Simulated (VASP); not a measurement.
Set up this calculation in VASP 6.6.1, as the native input.

| Property | Result |
| --- | --- |
| Task | single point |
| Functional | PBEsol |
| Potentials or basis | VASP PAW PBE potentials, release 64 (Al, As) |
| Cutoff | 500 eV |
| k mesh | 8 × 8 × 8 |
| Occupations | gaussian, width 0.02 eV |
| Spin | no spin polarisation |
| Dipole correction | no |
| Further INCAR settings | ALGO = Normal; EDIFF = 1e-06; NBANDS = 11 |

The structure of AlAs (b) lies in POSCAR:

```
AlAs
1.0
    0.0000000000      2.8374040883      2.8374040883
    2.8374040883      0.0000000000      2.8374040883
    2.8374040883      2.8374040883      0.0000000000
Al As
1 1
Direct
    0.0000000000      0.0000000000      0.0000000000
    0.2500000000      0.2500000000      0.2500000000
```

One way to write it, as run:

INCAR

```
SYSTEM = AlAs
PREC = Accurate ; ENCUT = 500
EDIFF = 1E-6 ; ISMEAR = 0
SIGMA = 0.02 ; LREAL = .FALSE.
LASPH = .TRUE. ; NELM = 120
ALGO = Normal ; ISIF = 2
LWAVE = .FALSE. ; LCHARG = .FALSE.
GGA = PS ; NBANDS = 11
GGA_COMPAT = .FALSE.
```

KPOINTS

```
Automatic mesh
0
G
  8 8 8
  0 0 0
```

Potentials or basis: VASP PAW PBE potentials, release 64 (Al, As).

The run is started by

```console
$ cat potpaw_PBE.64/Al/POTCAR potpaw_PBE.64/As/POTCAR > POTCAR
$ mpirun -np 1 vasp_std > vasp.out
```

It gave:

```json
{
 "Pressure": "0.3 GPa",
 "Band gap on the k mesh": "1.33 eV, indirect (least direct gap 1.92 eV)"
}
```

Caveat: the PAW data sets were made with another functional, which shifts forces and pressure a little.

It took 17 s on 1 thread of Intel Xeon 6975P-C (shared host), peak memory 0.17 GiB.
